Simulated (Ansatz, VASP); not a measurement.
# ZrS: VASP beside Ansatz

The input POSCAR:

```
ZrS
1.0
    0.0000000000      2.6250000000      2.6250000000
    2.6250000000      0.0000000000      2.6250000000
    2.6250000000      2.6250000000      0.0000000000
Zr S
1 1
Direct
    0.0000000000      0.0000000000      0.0000000000
    0.5000000000      0.5000000000      0.5000000000
```

INCAR.step1

```
PREC = Accurate ; ENCUT = 600
ISMEAR = 0 ; SIGMA = 0.1
LREAL = F ; LASPH = T
NELM = 60 ; GGA = PE
ALGO = Normal ; EDIFF = 1E-4
LWAVE = T ; LCHARG = F
```

INCAR.step2

```
PREC = Accurate ; ENCUT = 600
EDIFF = 1E-6 ; ISMEAR = 0
SIGMA = 0.1 ; LREAL = F
LASPH = T ; NELM = 60
ALGO = Normal ; ISIF = 3
LWAVE = F ; LCHARG = F
METAGGA = R2SCAN ; LMIXTAU = T
IBRION = 2 ; NSW = 80
EDIFFG = -0.01 ; ISTART = 1
```

File KPOINTS:

```
regular mesh
0
Gamma
  14 14 14
```

Input for Ansatz:

```yaml
crystal:
  lattice:
    - [0.0, 2.625, 2.625]
    - [2.625, 0.0, 2.625]
    - [2.625, 2.625, 0.0]
  atoms:
    - { symbol: Zr, position: [0.0, 0.0, 0.0] }
    - { symbol: S, position: [0.5, 0.5, 0.5] }
basis:
  ecutwfc: 500
kpoints:
  mp_grid: { grid: [14, 14, 14] }
hamiltonian:
  xc: r2scan
scf:
  occupations: { method: gaussian, width: 0.1 }
output:
  forces: true
  stress: true
  eigenvalues: true
relax:
  adjacent_minimum: "off"
  f_tol: 0.01
  max_steps: 60
  cell: { stress_tol: 0.05 }
```

Alike in both runs: task relaxation of cell and atoms; functional r2SCAN; k mesh 14 × 14 × 14; occupations gaussian, width 0.1 eV; no spin polarisation.

|  | VASP | Ansatz |
| --- | --- | --- |
| version | VASP 6.6.1 | Ansatz 0.2.0 |
| potentials or method | VASP PAW PBE potentials, release 64 (Zr_sv, S), cutoff 600 eV | scalar-relativistic, plane waves, PAW |
| valence electrons in the cell | 18 | 18 |

VASP gave:

- gap on the k mesh at the Fermi level, each at its own relaxed structure (eV): none
- relaxed volume (Å³/atom): 17.83
- relaxed cell length with the largest relative difference (Å): 3.694

**Question.** Which values does Ansatz return?

**Answer.** gap on the k mesh at the Fermi level, each at its own relaxed structure (eV): none; relaxed volume (Å³/atom): 17.83; relaxed cell length with the largest relative difference (Å): 3.695.

VASP's potentials were made for PBE, not for r2SCAN. A gap of «none» marks a metal or a gap that the smearing closes.

Noted on VASP's run: too few bands were computed for a metal, which touches its energy and stress.
